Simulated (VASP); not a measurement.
Wanted: the native input for a VASP 6.6.1 run.

| Property | Result |
| --- | --- |
| Task | single point |
| Functional | PBE-based screened hybrid with 50 % exact exchange |
| Potentials or basis | VASP PAW PBE potentials, release 64 (Pt, Se) |
| Cutoff | 520 eV |
| k mesh | 4 × 4 × 3 |
| Occupations | fermi-dirac, width 0.05 eV |
| Spin | no spin polarisation |
| Dipole correction | no |
| Grid for exact exchange (PRECFOCK) | Normal |
| Share of exact exchange | 0.5 |
| Further INCAR settings | ALGO = Normal; EDIFF = 1e-06; NBANDS = 18 |
| Screening parameter | 0.2 1/Å |

Crystal: PtSe2.

```
CELL_PARAMETERS angstrom
3.72400 0.00000 0.00000
-1.86200 3.22508 0.00000
0.00000 0.00000 5.06200
ATOMIC_POSITIONS crystal
Pt 0.00000 0.00000 0.00000
Se 0.66667 0.33333 0.75000
Se 0.33333 0.66667 0.25000
```

One way to write it, as run:

POSCAR

```
PtSe2
1.0
    3.7240000000      0.0000000000      0.0000000000
   -1.8620000000      3.2250786037      0.0000000000
    0.0000000000      0.0000000000      5.0620000000
Pt Se
1 2
Direct
    0.0000000000      0.0000000000      0.0000000000
    0.6666666667      0.3333333333      0.7500000000
    0.3333333333      0.6666666667      0.2500000000
```

INCAR.step1

```
SYSTEM = PtSe2
PREC = Accurate ; ENCUT = 520
EDIFF = 1E-5 ; ISMEAR = -1
SIGMA = 0.05 ; LREAL = .False.
LASPH = .True. ; NELM = 100
ALGO = Normal ; ISIF = 2
LWAVE = .True. ; LCHARG = .False.
GGA = PE ; NBANDS = 18
```

INCAR.step2

```
SYSTEM = PtSe2
PREC = Accurate ; ENCUT = 520
EDIFF = 1E-6 ; ISMEAR = -1
SIGMA = 0.05 ; LREAL = .False.
LASPH = .True. ; NELM = 100
ALGO = Normal ; ISIF = 2
LWAVE = .False. ; LCHARG = .False.
GGA = PE ; LHFCALC = .True.
AEXX = 0.5 ; HFSCREEN = 0.2
PRECFOCK = Normal ; ISTART = 1
NBANDS = 18
```

KPOINTS

```
Automatic mesh
0
Gamma
  4 4 3
  0 0 0
```

Potentials or basis: VASP PAW PBE potentials, release 64 (Pt, Se).

The run is started by

```sh
$ cat potpaw_PBE.64/Pt/POTCAR potpaw_PBE.64/Se/POTCAR > POTCAR
$ cp INCAR.step1 INCAR
$ mpirun -np 1 vasp_std > vasp.out
$ cp INCAR.step2 INCAR
$ mpirun -np 1 vasp_std > vasp.out
```

Results of the run:

```yaml
Pressure: -2.3 GPa
Largest_force: 0.437 eV/Å
Band_gap_on_the_k_mesh: 0.33 eV (least direct gap 1.58 eV)
```

Caveat: the k points lie up to 0.49 Å⁻¹ apart; the PAW data sets were made with another functional, which shifts forces and pressure a little; spin-orbit coupling is left out, which moves the levels of the heavy elements.

It took 12 min on 1 thread of Intel(R) Xeon(R) Platinum 8375C CPU @ 2.90GHz (Ice Lake) (shared host), peak memory 0.29 GiB.
